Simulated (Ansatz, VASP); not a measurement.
Sn2TeO: VASP beside Ansatz

```xyz
4
Lattice="4.0095 0.0000 0.0000 -2.0047 3.4723 0.0000 0.0000 0.0000 8.7273" Properties=species:S:1:pos:R:3 pbc="T T T"
Sn    0.0000    0.0000    6.0560
Sn    0.0000    0.0000    2.6712
Te    0.0000    0.0000    4.3636
O     0.0000    0.0000    0.0000
```

Alike in both runs: task single point; functional PBE; k mesh 6 × 6 × 2; occupations gaussian, width 0.1 eV; no spin polarisation.

```csv
,VASP,Ansatz
version,VASP 6.6.1,Ansatz 0.2.0
potentials or method,"VASP PAW PBE potentials, release 64 (Sn_d, Te, O), cutoff 520 eV","scalar-relativistic, plane waves, PAW"
valence electrons in the cell,40,50
```

|  | VASP | Ansatz | Ansatz less VASP |
| --- | --- | --- | --- |
| gap on the k mesh at the Fermi level (eV) | none | none | - |
| rms of the force components (eV/Å) | 30.473 | 31.239 | +0.7667 |

Atom by atom the forces differ by 0.767 eV/Å (rms over components). A gap of «none» marks a metal or a gap that the smearing closes. VASP's potentials hold 40 valence electrons a cell and Ansatz's 50, so a difference there can come from the potentials and not from the codes.

Neither program's run includes spin-orbit coupling.
